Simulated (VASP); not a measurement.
# Pt: single point with LDA

Pt:

```
Pt
1.0
    -1.60798    1.60798    1.53669
     1.60798   -1.60798    1.53669
     1.60798    1.60798   -1.53669
Pt
1
Direct
  0.00000 0.00000 0.00000
```

This cell differs from its parent crystal: strain +0.015 along x and y, -0.030 along z.

- Program: VASP 6.6.1
- Task: single point
- Functional: LDA
- Potentials or basis: VASP PAW LDA potentials, release 64 (Pt)
- Cutoff: 520 eV
- k mesh: 22 × 22 × 22
- Occupations: gaussian, width 0.15 eV
- Spin: no spin polarisation

```yaml
Pressure: -15.3 GPa
Band_gap_on_the_k_mesh: zero (bands 5 and 6 overlap by 2.08 eV)
```

Stress tensor (GPa, compression positive):
```
-13.74   0.00   0.00
  0.00 -13.74   0.00
  0.00   0.00 -18.34
```

Levels at points of the mesh, in eV from the Fermi level:
| k point | band 1 | band 2 | band 3 | band 4 | band 5 | band 6 | band 7 | band 8 | band 9 | band 10 |
| --- | --- | --- | --- | --- | --- | --- | --- | --- | --- | --- |
| (0.00, 0.00, 0.00) | -9.45 | -3.71 | -3.32 | -3.32 | -1.24 | -0.71 | 16.80 | 16.80 | 17.70 | 26.67 |
| (0.50, 0.00, 0.00) | -6.50 | -5.00 | -1.08 | -0.46 | 0.39 | 1.05 | 6.38 | 13.08 | 15.38 | 24.18 |
| (0.50, 0.50, 0.00) | -6.56 | -4.59 | -1.49 | -0.76 | 0.10 | 0.98 | 5.99 | 13.62 | 16.47 | 23.16 |
| (0.50, 0.50, 0.50) | -6.01 | -6.01 | 0.48 | 0.48 | 0.61 | 7.18 | 7.18 | 8.55 | 12.58 | 18.54 |

Run time: 2.1 min on 1 thread of Intel Xeon 8259CL, with other jobs on the host, peak memory 0.24 GiB.

Caveat: the cell differs from its parent crystal (strain +0.015 along x and y, -0.030 along z); the cell stands under tension; spin-orbit coupling is left out, which moves the levels of the heavy elements.
